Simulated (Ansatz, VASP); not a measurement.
**One calculation of Hf, two programs**

```
Hf
1.0
     0.00000    2.22000    2.22000
     2.22000    0.00000    2.22000
     2.22000    2.22000    0.00000
Hf
1
Direct
  0.00000 0.00000 0.00000
```

Alike in both runs: task relaxation of cell and atoms; functional revPBE; dispersion D3(BJ); k mesh 10 × 10 × 10; occupations fermi-dirac, width 0.05 eV; no spin polarisation.

|  | VASP | Ansatz |
| --- | --- | --- |
| version | VASP 6.6.1 | Ansatz 0.2.0 |
| potentials or method | VASP PAW PBE potentials, release 64 (Hf_pv) | Ansatz PAW |
| plane-wave cutoff (eV) | 600 | 420 |
| valence electrons in the cell | 10 | 26 |

|  | VASP | Ansatz | Ansatz less VASP |
| --- | --- | --- | --- |
| gap on the k mesh at the Fermi level, each at its own relaxed structure (eV) | none | none | - |
| relaxed volume (Å³/atom) | 21.60 | 21.70 | +0.099 |
| relaxed cell length with the largest relative difference (Å) | 3.126 | 3.131 | +0.0048 |

VASP's potentials were made for PBE, not for revPBE. A gap of «none» marks a metal or a gap that the smearing closes. VASP's potentials hold 10 valence electrons a cell and Ansatz's 26, so a difference there can come from the potentials and not from the codes.

Spin-orbit coupling is off throughout. Noted on Ansatz's run: the plane-wave basis is chosen anew once the cell has moved, so the energies of steps on either side of that aren't comparable.
